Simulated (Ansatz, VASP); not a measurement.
**Zr3Si2: VASP beside Ansatz**

POSCAR

```
Zr3Si2
1.0
    7.1084398562      0.0000000000      0.0000000000
    0.0000000000      7.1084398562      0.0000000000
    0.0000000000      0.0000000000      3.7051280719
Zr Si
6 4
Direct
    0.1739136669      0.6739136669      0.5000000000
    0.8260863331      0.3260863331      0.5000000000
    0.3260863331      0.1739136669      0.5000000000
    0.6739136669      0.8260863331      0.5000000000
    0.0000000000      0.0000000000      0.0242906583
    0.5000000000      0.5000000000     -0.0242906583
    0.6219463333      0.1219463333      0.0000000000
    0.3780536667      0.8780536667      0.0000000000
    0.8780536667      0.6219463333      0.0000000000
    0.1219463333      0.3780536667      0.0000000000
```

INCAR.step1

```
PREC     = Accurate       # precision mode
ENCUT    = 520            # plane-wave cutoff, eV
ISMEAR   = 0              # smearing method
SIGMA    = 0.15           # smearing width, eV
LREAL    = F              # projectors in reciprocal space
LASPH    = T              # aspherical terms in the spheres
NELM     = 100            # most SCF steps
NBANDS   = 55             # bands
GGA      = PE             # functional
ALGO     = Normal         # electronic algorithm
EDIFF    = 1E-4           # SCF threshold, eV
LWAVE    = T              # write WAVECAR
LCHARG   = F              # write CHGCAR
```

INCAR.step2

```
PREC     = Accurate       # precision mode
ENCUT    = 520            # plane-wave cutoff, eV
EDIFF    = 1E-6           # SCF threshold, eV
ISMEAR   = 0              # smearing method
SIGMA    = 0.15           # smearing width, eV
LREAL    = F              # projectors in reciprocal space
LASPH    = T              # aspherical terms in the spheres
NELM     = 100            # most SCF steps
ALGO     = Normal         # electronic algorithm
ISIF     = 2              # what is computed and relaxed
LWAVE    = F              # write WAVECAR
LCHARG   = T              # write CHGCAR
METAGGA  = R2SCAN         # meta-GGA
LMIXTAU  = T            
LELF     = T              # ELF
LVHAR    = T            
NBANDS   = 55             # bands
ISTART   = 1
```

File KPOINTS:

```
Automatic mesh
0
Gamma
  6 6 10
```

Input for Ansatz:

```yaml
crystal:
  lattice:
    - [7.1084398562, 0.0, 0.0]
    - [0.0, 7.1084398562, 0.0]
    - [0.0, 0.0, 3.7051280719]
  atoms:
    - { symbol: Zr, position: [0.1739136669, 0.6739136669, 0.5] }
    - { symbol: Zr, position: [0.8260863331, 0.3260863331, 0.5] }
    - { symbol: Zr, position: [0.3260863331, 0.1739136669, 0.5] }
    - { symbol: Zr, position: [0.6739136669, 0.8260863331, 0.5] }
    - { symbol: Zr, position: [0.0, 0.0, 0.0242906583] }
    - { symbol: Zr, position: [0.5, 0.5, -0.0242906583] }
    - { symbol: Si, position: [0.6219463333, 0.1219463333, 0.0] }
    - { symbol: Si, position: [0.3780536667, 0.8780536667, 0.0] }
    - { symbol: Si, position: [0.8780536667, 0.6219463333, 0.0] }
    - { symbol: Si, position: [0.1219463333, 0.3780536667, 0.0] }
basis:
  ecutwfc: 500
kpoints:
  mp_grid: { grid: [6, 6, 10] }
hamiltonian:
  xc: r2scan
scf:
  occupations: { method: gaussian, width: 0.15 }
output:
  forces: true
  stress: true
  eigenvalues: true
  write_density: true
  write_potential: true
  elf: true
  volumetric_format: npy
```

Change from the starting cell: mode 4 (132.3 1/cm) frozen in, largest displacement +0.090 Å.

Alike in both runs: task single point; functional r2SCAN; k mesh 6 × 6 × 10; occupations gaussian, width 0.15 eV; no spin polarisation.

|  | VASP | Ansatz |
| --- | --- | --- |
| version | VASP 6.6.1 | Ansatz 0.2.0 |
| potentials or method | VASP PAW PBE potentials, release 64 (Zr_sv, Si), cutoff 520 eV | scalar-relativistic, plane waves, PAW |
| valence electrons in the cell | 88 | 88 |

|  | VASP | Ansatz | Ansatz less VASP |
| --- | --- | --- | --- |
| gap on the k mesh at the Fermi level (eV) | none | none | - |
| pressure (GPa) | 0.1 | 0.0 | -0.02 |
| rms of the force components (eV/Å) | 0.137 | 0.136 | -0.0004 |

VASP's potentials were made for PBE, not for r2SCAN. Atom by atom the forces differ by 0.002 eV/Å (rms over components). A gap of «none» marks a metal or a gap that the smearing closes.
